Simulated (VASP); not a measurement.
Wanted: the native input for a VASP 6.6.1 run.

```
Task                   : single point
Functional             : PBEsol
Potentials or basis    : VASP PAW PBE potentials, release 64 (Si, Ge_d)
Cutoff                 : 520 eV
k mesh                 : 8 × 8 × 8
Occupations            : gaussian, width 0.01 eV
Spin                   : no spin polarisation
Dipole correction      : no
Further INCAR settings : ALGO = Normal; EDIFF = 1e-06; NBANDS = 31
```

The structure of Si7Ge lies in POSCAR:

```
Si7Ge
1.0
    5.5683603496      0.0000000000      0.0000000000
    0.0000000000      5.5683603496      0.0000000000
    0.0000000000      0.0000000000      5.3716490706
Si Ge
7 1
Direct
    0.2525590520      0.2525590520      0.2527071925
    0.0000000000      0.5000000000      0.5000000000
    0.5000000000      0.5000000000      0.0000000000
    0.5000000000      0.0000000000      0.5000000000
    0.7474409480      0.2525590520      0.7472928075
    0.7474409480      0.7474409480      0.2527071925
    0.2525590520      0.7474409480      0.7472928075
    0.0000000000      0.0000000000      0.0000000000
```

This cell differs from its parent crystal: biaxial strain in the a-b plane: +2.0 %, then relaxed in part.

These files were run (other wordings do the same):

INCAR

```
SYSTEM = Si7Ge
PREC = Accurate
ENCUT = 520
EDIFF = 1E-6
ISMEAR = 0
SIGMA = 0.01
LREAL = .False.
LASPH = .True.
NELM = 80
ALGO = Normal
ISIF = 2
LWAVE = .False.
LCHARG = .True.
GGA = PS
LELF = .True.
LVHAR = .True.
NBANDS = 31
```

KPOINTS

```
regular mesh
0
Gamma
  8 8 8
  0 0 0
```

Potentials or basis: VASP PAW PBE potentials, release 64 (Si, Ge_d).

Command:

```bash
$ cat potpaw_PBE.64/Si/POTCAR potpaw_PBE.64/Ge_d/POTCAR > POTCAR
$ mpirun -np 1 vasp_std > vasp.out
```

Results of the run:

```yaml
Pressure: -2.0 GPa
Largest_force: 0.005 eV/Å
Band_gap_on_the_k_mesh: 0.12 eV
```

Caveat: the cell differs from its parent crystal (biaxial strain in the a-b plane: +2.0 %, then relaxed in part); semilocal functionals underestimate gaps, and a narrow one can read as zero; the PAW data sets were made with another functional, which shifts forces and pressure a little.

It took 4 min on 1 thread of Intel(R) Xeon(R) Platinum 8488C (Sapphire Rapids) (shared host), peak memory 0.46 GiB.
